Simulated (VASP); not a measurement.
Wanted: the native input for a VASP 6.6.1 run.

| Quantity | Value |
| --- | --- |
| Task | single point |
| Functional | PBE |
| Potentials or basis | VASP PAW PBE potentials, release 64 (Cs_sv, Ag, Bi_d, Br) |
| Cutoff | 520 eV |
| k mesh | 4 × 4 × 4 |
| Occupations | fermi-dirac, width 0.02 eV |
| Spin | no spin polarisation |
| Dipole correction | no |
| Further INCAR settings | ALGO = Normal; EDIFF = 1e-06; NBANDS = 54 |

The structure of Cs2AgBiBr6 lies in POSCAR:

```
Cs2AgBiBr6
1.0
    0.0000000000      5.7373698906      5.7373698906
    5.7373698906      0.0000000000      5.7373698906
    5.7373698906      5.7373698906      0.0000000000
Cs Ag Bi Br
2 1 1 6
Direct
    0.2500000000      0.2500000000      0.2500000000
    0.7500000000      0.7500000000      0.7500000000
    0.0000000000      0.0000000000      0.0000000000
    0.5000000000      0.5000000000      0.5000000000
    0.2486136147      0.7513863853      0.7513863853
    0.2486136147      0.7513863853      0.2486136147
    0.7513863853      0.2486136147      0.7513863853
    0.7513863853      0.2486136147      0.2486136147
    0.7513863853      0.7513863853      0.2486136147
    0.2486136147      0.2486136147      0.7513863853
```

These files were run (other wordings do the same):

INCAR

```
SYSTEM = Cs2AgBiBr6
  PREC = Accurate
  ENCUT = 520
  EDIFF = 1E-6
  ISMEAR = -1
  SIGMA = 0.02
  LREAL = .False.
  LASPH = .True.
  NELM = 60
  ALGO = Normal
  ISIF = 2
  LWAVE = .False.
  LCHARG = .False.
  GGA = PE
  NBANDS = 54
```

KPOINTS

```
regular mesh
0
Gamma
  4 4 4
  0 0 0
```

Potentials or basis: VASP PAW PBE potentials, release 64 (Cs_sv, Ag, Bi_d, Br).

Command:

```sh
$ cat potpaw_PBE.64/Cs_sv/POTCAR potpaw_PBE.64/Ag/POTCAR potpaw_PBE.64/Bi_d/POTCAR potpaw_PBE.64/Br/POTCAR > POTCAR
$ mpirun -np 1 vasp_std > vasp.out
```

Results of the run:

* Pressure: 0.0 GPa
* Band gap on the k mesh: 1.33 eV (least direct gap 2.38 eV)

Caveat: spin-orbit coupling is left out, which moves the levels of the heavy elements.

It took 3 min on 1 thread of Intel(R) Xeon(R) Platinum 8488C (Sapphire Rapids), with other jobs on the host, peak memory 0.6 GiB.
